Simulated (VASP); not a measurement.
Here is a VASP 6.6.1 calculation.

INCAR

```
SYSTEM = MnMo7S16
PREC = Accurate
ENCUT = 520
EDIFF = 1E-6
ISMEAR = 0
SIGMA = 0.05
LREAL = Auto
LASPH = .True.
NELM = 150
ALGO = Normal
ISIF = 2
LWAVE = .False.
LCHARG = .False.
ISPIN = 2
MAGMOM = 0 0 0 0 0 0 0 0 0 0 0 0 0 0 0 0 0 0 0 0 0 0 0 0
LORBIT = 11
NUPDOWN = 0.0
LMAXMIX = 4
LDAU = .True.
LDAUTYPE = 2
LDAUL = 2 -1 -1
LDAUU = 3.5 0 0
LDAUJ = 0 0 0
LDAUPRINT = 1
GGA = PS
NBANDS = 126
LUSENCCL = .False.
```

The input KPOINTS:

```
Automatic mesh
0
Gamma
  3 3 2
  0 0 0
```

The input POSCAR:

```
MnMo7S16
1.0
    6.3379961000      0.0000000000      0.0000000000
   -3.1689980000      5.4888656000      0.0000000000
    0.0000000000      0.0000000000     12.3240000000
Mn Mo S
1 7 16
Direct
    0.1666666667      0.3333333333      0.2500000000
    0.1697462015      0.8348731008      0.2500000000
    0.6651268992      0.3302537985      0.2500000000
    0.6651268992      0.8348731008      0.2500000000
    0.3333870012      0.1666129988      0.7500000000
    0.3333870012      0.6667740025      0.7500000000
    0.8332259975      0.1666129988      0.7500000000
    0.8333333333      0.6666666667      0.7500000000
    0.1666666667      0.3333333333      0.6244031799
    0.1666596227      0.8333298114      0.6243234383
    0.6666701886      0.3333403773      0.6243234383
    0.6666701886      0.8333298114      0.6243234383
    0.3353504292      0.1646495708      0.1238619008
    0.3353504292      0.6707008585      0.1238619008
    0.8292991415      0.1646495708      0.1238619008
    0.8333333333      0.6666666667      0.1253273794
    0.1666666667      0.3333333333      0.8755968201
    0.1666596227      0.8333298114      0.8756765617
    0.6666701886      0.3333403773      0.8756765617
    0.6666701886      0.8333298114      0.8756765617
    0.3353504292      0.1646495708      0.3761380992
    0.3353504292      0.6707008585      0.3761380992
    0.8292991415      0.1646495708      0.3761380992
    0.8333333333      0.6666666667      0.3746726206
```

Potentials or basis: VASP PAW PBE potentials, release 64 (Mn_pv, Mo_sv, S).

Run with:

```console
$ cat potpaw_PBE.64/Mn_pv/POTCAR potpaw_PBE.64/Mo_sv/POTCAR potpaw_PBE.64/S/POTCAR > POTCAR
$ mpirun -np 1 vasp_std > vasp.out
```

(1) Predict the largest force.

(2) What does it give for the pressure?

Answers

(1) 1.154 eV/Å.

(2) -3.0 GPa.

Caveat: the k points lie up to 0.38 Å⁻¹ apart; the PAW data sets were made with another functional, which shifts forces and pressure a little; this functional lacks dispersion, which binds layers or chains, so the pressure and a relaxed spacing across them are unreliable; the total moment is fixed, so each spin has its own Fermi level.
